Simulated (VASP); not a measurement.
Crystal: SnO2.

```xyz
6
Lattice="-2.0001 2.0001 5.1237 2.0001 -2.0001 5.1237 2.0001 2.0001 -5.1237" Properties=species:S:1:pos:R:3 pbc="T T T"
Sn    0.0000    0.0000    0.0000
Sn    0.0000    2.0001    2.5618
O     0.0000    2.0001    0.4767
O     0.0000    0.0000    2.0851
O     0.0000    2.0001    4.6469
O     0.0000    0.0000    8.1623
```

- Program: VASP 6.6.1
- Task: relaxation of cell and atoms
- Functional: LDA
- Potentials or basis: VASP PAW LDA potentials, release 64 (Sn_d, O)
- Cutoff: 600 eV
- k mesh: 9 × 9 × 9
- Occupations: fermi-dirac, width 0.05 eV
- Spin: no spin polarisation

At the start: pressure -3.2 GPa; volume 13.66 Å³/atom.

Q: How do energy, volume and symmetry change on relaxing?

A: Over 5 steps the energy falls by 2.6 meV/atom and the volume is 13.43 Å³/atom (-1.7 %); space group I4_1/amd (No. 141, to 0.1 Å) before and after.

Step by step:
```csv
step,energy change (eV),largest force (eV/Å),pressure (GPa),volume (Å³)
1,0.0000,0.1593,-3.23,81.98
2,0.0160,0.2768,4.87,78.76
3,-0.0152,0.0093,-0.07,80.63
4,-0.0152,0.0126,0.02,80.61
5,-0.0154,0.0085,0.06,80.56
```

Final structure:
```
CELL_PARAMETERS angstrom
-1.98850 1.98850 5.09332
1.98850 -1.98850 5.09332
1.98850 1.98850 -5.09332
ATOMIC_POSITIONS crystal
Sn 0.00000 0.00000 0.00000
Sn 0.75000 0.25000 0.50000
O 0.54680 0.04680 0.50000
O 0.20320 0.20320 0.00000
O 0.95320 0.45320 0.50000
O 0.79680 0.79680 0.00000
```
